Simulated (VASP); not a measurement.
# Zn3Cd (I4/mmm) in VASP: notebook

Zn3Cd is run at these levels: LDA; tasks: single point.

All numbers are computed with VASP 6.6.1; they aren't measurements. Logs are shortened: lines on timing, memory, paths and dates and some standing lists are left out, and cuts for length are marked.

## (1) The cell of the first run

It takes space group I4/mmm (No. 139, tetragonal). The conventional cell has a = 3.947 Å, b = 3.947 Å, c = 7.867 Å, α = 90.00°, β = 90.00°, γ = 90.00°. Within 3.7 Å of Zn (site symmetry -4m2) lie 8 Zn at 2.79 Å and 4 Cd at 2.79 Å. Zn (site symmetry 4/mmm) has 8 Zn at 2.79 Å and 4 Cd at 2.79 Å within 3.7 Å. Cd (site symmetry 4/mmm) has 12 Zn at 2.79 Å within 3.7 Å.

## (2) Single point, LDA

Contents of INCAR:

```
SYSTEM = Zn3Cd
  ALGO = Normal
  EDIFF = 1E-6
  ENCUT = 520
  ISIF = 2
  ISMEAR = 1
  LASPH = .True.
  LCHARG = .False.
  LREAL = .False.
  LWAVE = .False.
  NBANDS = 32
  NELM = 60
  PREC = Accurate
  SIGMA = 0.1
```

Contents of KPOINTS:

```
k-points
0
Gamma
  8 8 8
  0 0 0
```

Contents of POSCAR:

```
Zn3Cd
1.0
   -1.9733007879      1.9733007879      3.9337288347
    1.9733007879     -1.9733007879      3.9337288347
    1.9733007879      1.9733007879     -3.9337288347
Zn Cd
3 1
Direct
    0.7500000000      0.2500000000      0.5000000000
    0.2500000000      0.7500000000      0.5000000000
    0.5000000000      0.5000000000      0.0000000000
    0.0000000000      0.0000000000      0.0000000000
```

Potentials or basis: VASP PAW LDA potentials, release 64 (Zn, Cd).

On the command line:

```bash
$ cat potpaw_LDA.64/Zn/POTCAR potpaw_LDA.64/Cd/POTCAR > POTCAR
$ mpirun -np 1 vasp_std > vasp.out
```

OUTCAR:

```text
SYSTEM = Zn3Cd
   EDIFF = 1E-6
   ENCUT = 520
   ISIF = 2
   ISMEAR = 1
   LASPH = .True.
   LREAL = .False.
   NELM = 60
   PREC = Accurate

 ion  position               nearest neighbor table
   1  0.750  0.250  0.500-   3 2.79   4 2.79   3 2.79   4 2.79   3 2.79   4 2.79   3 2.79   4 2.79
                             2 2.79   2 2.79   2 2.79   2 2.79
   2  0.250  0.750  0.500-   4 2.79   3 2.79   3 2.79   4 2.79   3 2.79   4 2.79   4 2.79   3 2.79
                             1 2.79   1 2.79   1 2.79   1 2.79
   3  0.500  0.500  0.000-   2 2.79   1 2.79   1 2.79   2 2.79   1 2.79   2 2.79   2 2.79   1 2.79
                             4 2.79   4 2.79   4 2.79   4 2.79
   4  0.000  0.000  0.000-   1 2.79   2 2.79   1 2.79   2 2.79   1 2.79   2 2.79   1 2.79   2 2.79
                             3 2.79   3 2.79   3 2.79   3 2.79

  LATTYP: Found a body centered tetragonal cell.
 ALAT       =     3.9466015758
 C/A-ratio  =     1.9934765439

  Lattice vectors:

 A1 = (  -1.9733007879,   1.9733007879,   3.9337288347)
 A2 = (   1.9733007879,  -1.9733007879,   3.9337288347)
 A3 = (   1.9733007879,   1.9733007879,  -3.9337288347)

Analysis of symmetry for initial positions (statically):
=====================================================================
 Subroutine PRICEL returns:
 Original cell was already a primitive cell.

 Routine SETGRP: Setting up the symmetry group for a
 body centered tetragonal supercell.

 Subroutine GETGRP returns: Found 16 space group operations
 (whereof 16 operations were pure point group operations)
 out of a pool of 16 trial point group operations.

The static configuration has the point symmetry D_4h.

Analysis of symmetry for dynamics (positions and initial velocities):
=====================================================================
 Subroutine PRICEL returns:
 Original cell was already a primitive cell.

 Routine SETGRP: Setting up the symmetry group for a
 body centered tetragonal supercell.

 Subroutine GETGRP returns: Found 16 space group operations
 (whereof 16 operations were pure point group operations)
 out of a pool of 16 trial point group operations.

The dynamic configuration has the point symmetry D_4h.

 Subroutine INISYM returns: Found 16 space group operations
 (whereof 16 operations are pure point group operations),
 and found     1 'primitive' translations

----------------------------------------------------------------------------------------

[... 96 lines left out ...]
   EDIFF  = 0.1E-05   stopping-criterion for ELM
   LREAL  =      F    real-space projection
   EDIFFG = 0.1E-04   stopping-criterion for IOM
   NSW    =      0    number of steps for IOM
   IBRION =     -1    ionic relax: 0-MD 1-quasi-New 2-CG
   NFREE  =      0    steps in history (QN), initial steepest desc. (CG)
   ISIF   =      2    stress and relaxation
   ISYM   =      2    0-nonsym 1-usesym 2-fastsym
   POTIM  = 0.5000    time-step for ionic-motion
   TEBEG  =    0.0;   TEEND  =   0.0 temperature during run
   PSTRESS=    0.0 pullay stress
   NELECT =      48.0000    total number of electrons
   NUPDOWN=      -1.0000    fix difference up-down
   EMIN   =  10.00;   EMAX   =-10.00  energy-range for DOS
   EFERMI =   0.00;   METHOD = LEGACY
   ISMEAR =     1;   SIGMA  =   0.10  broadening in eV -4-tet -1-fermi 0-gaus
   EFERMI_NEDOS =   21; number of points for ismear=-14 and -15
   IALGO  =     38    algorithm
   IMIX   =      4    mixing-type and parameters
     AMIX     =   0.40;   BMIX     =  1.00
     AMIX_MAG =   1.60;   BMIX_MAG =  1.00
  volume/ion in A,a.u.               =      15.32       103.37
  Fermi-wavevector in a.u.,A,eV,Ry     =   1.509170  2.851918 30.988561  2.277595
  Thomas-Fermi vector in A             =   2.619528
   LORBIT       =      0    0 simple, 1 ext, 2 COOP (PROOUT), +10 PAW based schemes
   GGA     = CA    functional components
   LHFCALC =     F    Hartree Fock is set to
   AEXX    =    0.0000 exact exchange contribution
   IVDW    =     0    specifies the selected vdW correction
   LEPSILON=     F    determine dielectric tensor
   LRPA    =     F    only Hartree local field effects (RPA)
 non-spin polarized calculation
 Methfessel and Paxton  Order N= 1 SIGMA  =   0.10
  energy-cutoff  :      520.00
  volume of cell :       61.27
 maximum number of plane-waves:      1674
   NGX = 17   NGY = 17   NGZ = 17

 number of electron      48.0000012 magnetization

 Free energy of the ion-electron system (eV)
  ---------------------------------------------------
  ext. energy  EPLUGINS =         0.00000000
  ---------------------------------------------------
  free energy    TOTEN  =        -6.79052593 eV

  energy without entropy =       -6.78963127  energy(sigma->0) =       -6.79022771

 E-fermi :   3.4158     XC(G=0): -12.2390

 val. band max:        3.3906243233   @ k =   0.5000   0.2500   0.1250
 cond. band min:       3.4313203082   @ k =   0.2500  -0.0000   0.0000
 fundamental gap:      0.0406959849
 Fermi energy:         3.4158347084

 k-point     1 :       0.0000    0.0000    0.0000
  band No.  band energies     occupation
      1      -7.1617      2.00000
      2      -6.1620      2.00000
      3      -6.1368      2.00000
      4      -6.1086      2.00000
      5      -5.9393      2.00000
      6      -5.9393      2.00000
[... 829 lines left out ...]
     31      12.8054      0.00000
     32      13.0034      0.00000

 [... further k-points ...]

------------------------ aborting loop because EDIFF is reached ----------------------------------------

  FORCE on cell =-STRESS in cart. coord.  units (eV):
  Direction    XX          YY          ZZ          XY          YZ          ZX
  --------------------------------------------------------------------------------------
  -------------------------------------------------------------------------------------
  Total       -0.1534285     -0.1534285      0.9045136      0.0000000      0.0000000     -0.0000000
  in kB       -4.0120425     -4.0120425     23.6523728      0.0000000      0.0000000     -0.0000000
  external PRESSURE =       5.2094293 kB  Pullay stress =       0.0000000 kB

 VOLUME and BASIS-vectors are now :
 -----------------------------------------------------------------------------
  energy-cutoff  :      520.00
  volume of cell :       61.27
      direct lattice vectors                 reciprocal lattice vectors
    -1.973300788  1.973300788  3.933728835     0.000000000  0.253382557  0.127105863
     1.973300788 -1.973300788  3.933728835     0.253382557  0.000000000  0.127105863
     1.973300788  1.973300788 -3.933728835     0.253382557  0.253382557  0.000000000

 POSITION                                       TOTAL-FORCE (eV/Angst)
 -----------------------------------------------------------------------------------
     -0.00000      1.97330      1.96686         0.000000     -0.000000      0.000000
      1.97330     -0.00000      1.96686        -0.000000     -0.000000     -0.000000
      0.00000      0.00000      3.93373        -0.000000      0.000000      0.000000
      0.00000      0.00000      0.00000        -0.000000      0.000000      0.000000
 -----------------------------------------------------------------------------------
    total drift:                               -0.000000      0.000000      0.000000

  FREE ENERGIE OF THE ION-ELECTRON SYSTEM (eV)
  ---------------------------------------------------
  free  energy   TOTEN  =        -6.7905259271 eV

  energy  without entropy=       -6.7896312683  energy(sigma->0) =       -6.79022771
```

Run time: 97 s. Hardware: 1 thread of Intel Xeon Platinum 8259CL at 2.50GHz (Skylake/Cascade Lake), shared host; peak memory 0.23 GiB.

Results:

```yaml
Free_energy: -6.7905 eV
Pressure: 0.5 GPa
Band_gap_on_the_k_mesh: zero (band 24 reaches 5.75 eV, above the bottom of band 25 at 2.16 eV)
```

Levels at points of the mesh, in eV from the Fermi level:
| k point | band 20 | band 21 | band 22 | band 23 | band 24 | band 25 | band 26 | band 27 | band 28 | band 29 |
| --- | --- | --- | --- | --- | --- | --- | --- | --- | --- | --- |
| (0.00, 0.00, 0.00) | -7.10 | -7.04 | -1.07 | 2.01 | 2.30 | 2.30 | 2.41 | 2.41 | 2.57 | 3.92 |
| (0.50, 0.00, 0.00) | -7.17 | -6.50 | -6.43 | -1.64 | -1.16 | 3.07 | 3.18 | 3.80 | 4.56 | 8.03 |
| (0.50, 0.50, 0.00) | -7.13 | -4.78 | -4.41 | -3.04 | -2.99 | -1.25 | -1.03 | 5.29 | 5.39 | 5.57 |
| (0.50, 0.50, 0.50) | -7.08 | -7.08 | -7.04 | -1.12 | -1.12 | 1.82 | 2.20 | 7.78 | 8.24 | 8.24 |

## (3) Single point, LDA

This run uses another cell than the first one, of 15.64 Å³/atom, 1.021 times its volume.

Contents of INCAR:

```
SYSTEM = Zn3Cd
ALGO = Normal ; EDIFF = 1E-6
ENCUT = 520 ; ISIF = 2
ISMEAR = 1 ; LASPH = .True.
LCHARG = .False. ; LREAL = .False.
LWAVE = .False. ; NBANDS = 32
NELM = 80 ; PREC = Accurate
SIGMA = 0.1
```

KPOINTS is that of step 2.

Contents of POSCAR:

```
Zn3Cd
1.0
   -1.9871977302      1.9871977302      3.9614320632
    1.9871977302     -1.9871977302      3.9614320632
    1.9871977302      1.9871977302     -3.9614320632
Zn Cd
3 1
Direct
    0.7500000000      0.2500000000      0.5000000000
    0.2500000000      0.7500000000      0.5000000000
    0.5000000000      0.5000000000      0.0000000000
    0.0000000000      0.0000000000      0.0000000000
```

Potentials or basis: VASP PAW LDA potentials, release 64 (Zn, Cd).

On the command line:

```bash
$ cat potpaw_LDA.64/Zn/POTCAR potpaw_LDA.64/Cd/POTCAR > POTCAR
$ mpirun -np 1 vasp_std > vasp.out
```

It took 84 s on 1 thread of Intel Xeon Platinum 8259CL at 2.50GHz (Skylake/Cascade Lake), shared host; peak memory 0.24 GiB.

Results (log left out):

```yaml
Free_energy: -6.7874 eV
Pressure: -1.2 GPa
Band_gap_on_the_k_mesh: zero (band 24 reaches 5.57 eV, above the bottom of band 25 at 1.95 eV)
```

Stress tensor (GPa, compression positive):
```
-2.12  0.00  0.00
 0.00 -2.12  0.00
 0.00  0.00  0.50
```

Levels at points of the mesh, in eV from the Fermi level:
```csv
k point,band 20,band 21,band 22,band 23,band 24,band 25,band 26,band 27,band 28,band 29
"(0.00, 0.00, 0.00)",-7.07,-7.01,-1.01,1.92,2.28,2.28,2.39,2.39,2.47,3.79
"(0.50, 0.00, 0.00)",-7.13,-6.44,-6.36,-1.62,-1.16,3.04,3.14,3.72,4.46,7.92
"(0.50, 0.50, 0.00)",-7.09,-4.72,-4.37,-2.94,-2.90,-1.30,-1.08,5.22,5.31,5.48
"(0.50, 0.50, 0.50)",-7.05,-7.05,-7.01,-1.06,-1.06,1.73,2.11,7.70,8.15,8.15
```
